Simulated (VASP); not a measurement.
Al16HC: single point with PBE+D3(BJ)

System: Al16HC, a slab with vacuum.

```
Al C H
1.0
     5.72757    0.00000    0.00000
     0.00000    5.72757    0.00000
     0.00000    0.00000   18.07500
Al C H
16 1 1
Direct
  0.25000 0.25000 0.05533
  0.75000 0.25000 0.05533
  0.25000 0.75000 0.05533
  0.75000 0.75000 0.05533
  0.99586 0.00252 0.16648
  0.49779 0.00264 0.16672
  0.99589 0.49828 0.16644
  0.49772 0.49810 0.16667
  0.23166 0.25065 0.27333
  0.73786 0.25092 0.27431
  0.24872 0.75060 0.27008
  0.74758 0.75069 0.27378
  0.00738 0.00359 0.39020
  0.48614 0.00348 0.38774
  0.00700 0.49831 0.39026
  0.48576 0.49912 0.38777
  0.75156 0.75111 0.39033
  0.95330 0.25106 0.44855
```

```
Program             : VASP 6.6.1
Task                : single point
Functional          : PBE
Dispersion          : D3(BJ)
Potentials or basis : VASP PAW PBE potentials, release 64 (Al, C, H)
Cutoff              : 520 eV
k mesh              : 4 × 4 × 1
Occupations         : fermi-dirac, width 0.15 eV
Spin                : no spin polarisation
```

```
Largest force              : 0.145 eV/Å
Band gap on the k mesh     : zero (an odd number of electrons rules out a gap without spin polarisation)
Dispersion energy per atom : -0.230 eV
```

Forces on the atoms (eV/Å):
```
Al  -0.053  0.001 -0.135
Al   0.077  0.000 -0.010
Al  -0.044  0.003  0.075
Al   0.012  0.002  0.059
Al   0.001 -0.002  0.003
Al   0.002 -0.002  0.003
Al   0.001  0.003  0.003
Al   0.002  0.002  0.004
Al  -0.002  0.001  0.005
Al  -0.002 -0.002  0.005
Al   0.007 -0.001 -0.004
Al   0.007  0.000  0.000
Al  -0.005  0.005  0.004
Al   0.003  0.002  0.003
Al   0.000 -0.004 -0.002
Al   0.000 -0.005  0.001
C   -0.005  0.002 -0.009
H   -0.002 -0.003 -0.005
```

Levels at points of the mesh, in eV from the Fermi level:
```csv
k point,band 24,band 25,band 26,band 27,band 28,band 29
"(0.00, 0.00, 0.00)",-1.29,-0.77,-0.67,-0.33,-0.26,0.09
"(0.50, 0.00, 0.00)",-1.02,-0.68,-0.54,0.05,0.52,0.71
"(0.00, 0.50, 0.00)",-1.02,-0.69,-0.16,0.27,0.30,0.50
"(0.50, 0.50, 0.00)",-0.27,-0.23,0.04,0.06,0.72,0.85
```

It took 5 min on 1 thread of Intel(R) Xeon(R) 6975P-C (Granite Rapids), on a shared host, peak memory 0.7 GiB.
